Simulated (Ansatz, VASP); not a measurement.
## Zn in VASP and in Ansatz

File INCAR:

```
PREC = Accurate
ENCUT = 520
EDIFF = 1E-6
ISMEAR = 0
SIGMA = 0.15
LREAL = False
LASPH = True
NELM = 60
ALGO = Fast
ISIF = 2
LWAVE = False
LCHARG = False
GGA = PS
NBANDS = 12
```

Contents of KPOINTS:

```
regular mesh
0
Gamma
  22 22 22
```

Contents of POSCAR:

```
Zn
1.0
   -1.5219658900      1.5219658900      1.5690370000
    1.5219658900     -1.5219658900      1.5690370000
    1.5219658900      1.5219658900     -1.5690370000
Zn
1
Direct
    0.0000000000      0.0000000000      0.0000000000
```

Input for Ansatz:

```yaml
crystal:
  lattice:
    - [-1.52196589, 1.52196589, 1.569037]
    - [1.52196589, -1.52196589, 1.569037]
    - [1.52196589, 1.52196589, -1.569037]
  atoms:
    - { symbol: Zn, position: [0.0, 0.0, 0.0] }
basis:
  ecutwfc: 420
kpoints:
  mp_grid: { grid: [22, 22, 22] }
hamiltonian:
  xc: pbesol
scf:
  occupations: { method: gaussian, width: 0.15 }
output:
  forces: true
  stress: true
  eigenvalues: true
```

Change from the starting cell: strain -0.030 along x and y, +0.000 along z, atoms carried along.

Alike in both runs: task single point; functional PBEsol; k mesh 22 × 22 × 22; occupations gaussian, width 0.15 eV; no spin polarisation.

|  | VASP | Ansatz |
| --- | --- | --- |
| version | VASP 6.6.1 | Ansatz 0.2.0 |
| potentials or method | VASP PAW PBE potentials, release 64 (Zn), cutoff 520 eV | scalar-relativistic, plane waves, PAW |
| valence electrons in the cell | 12 | 12 |

```csv
,VASP,Ansatz,Ansatz less VASP
gap on the k mesh at the Fermi level (eV),none,none,-
pressure (GPa),-0.7,-1.2,-0.42
"traceless stress, the component that is largest in VASP (GPa)",1.11,1.11,-0.003
```

VASP's potentials were made for PBE, not for PBEsol. A gap of «none» marks a metal or a gap that the smearing closes.
